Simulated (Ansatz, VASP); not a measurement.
# Two plane-wave programs on NaH

INCAR

```
SYSTEM = NaH
ALGO = Normal
EDIFF = 1E-6
ENCUT = 520
GGA = PE
ISIF = 2
ISMEAR = -1
LASPH = .True.
LCHARG = .True.
LELF = .True.
LREAL = .False.
LVHAR = .True.
LWAVE = .False.
NBANDS = 11
NELM = 100
PREC = Accurate
SIGMA = 0.02
```

Contents of KPOINTS:

```
k-points
0
Gamma
  8 8 8
  0 0 0
```

Contents of POSCAR:

```
NaH
1.0
    2.9323912064      0.0000000000      0.0000000000
    0.0000000000      2.9323912064      0.0000000000
    0.0000000000      0.0000000000      2.7875310808
Na H
1 1
Direct
    0.0000000000      0.0000000000      0.0000000000
    0.5000000000      0.5000000000      0.5000000000
```

Input for Ansatz:

```yaml
crystal:
  lattice:
    - [2.9323912064, 0.0, 0.0]
    - [0.0, 2.9323912064, 0.0]
    - [0.0, 0.0, 2.7875310808]
  atoms:
    - { symbol: Na, position: [0.0, 0.0, 0.0] }
    - { symbol: H, position: [0.5, 0.5, 0.5] }
kpoints:
  mp_grid: { grid: [8, 8, 8] }
  band_path:
    path: [[0.0, 0.0, 0.0], [0.0, 0.5, 0.0], [0.5, 0.5, 0.0], [0.5, 0.5, 0.5]]
    npoints: 1
hamiltonian:
  xc: pbe
scf:
  occupations: { method: fermi_dirac, width: 0.02 }
  n_extra_bands: 4
output:
  forces: true
  stress: true
  eigenvalues: true
```

Change from the starting cell: uniaxial_z strain -4.9%.

Alike in both runs: task single point; functional PBE; k mesh 8 × 8 × 8; occupations fermi-dirac, width 0.02 eV; no spin polarisation.

|  | VASP | Ansatz |
| --- | --- | --- |
| version | VASP 6.6.1 | Ansatz 0.2.0 |
| potentials or method | VASP PAW PBE potentials, release 64 (Na_pv, H) | plane waves, PAW |
| plane-wave cutoff (eV) | 520 | 420 |
| valence electrons in the cell | 8 | 10 |

```csv
,VASP,Ansatz,Ansatz less VASP
gap on the k mesh at the Fermi level (eV),0.85,0.85,+0.003
pressure (GPa),2.3,2.3,+0.07
"traceless stress, the component that is largest in VASP (GPa)",4.21,4.21,-0.005
```

VASP's potentials hold 8 valence electrons a cell and Ansatz's 10, so a difference there can come from the potentials and not from the codes.
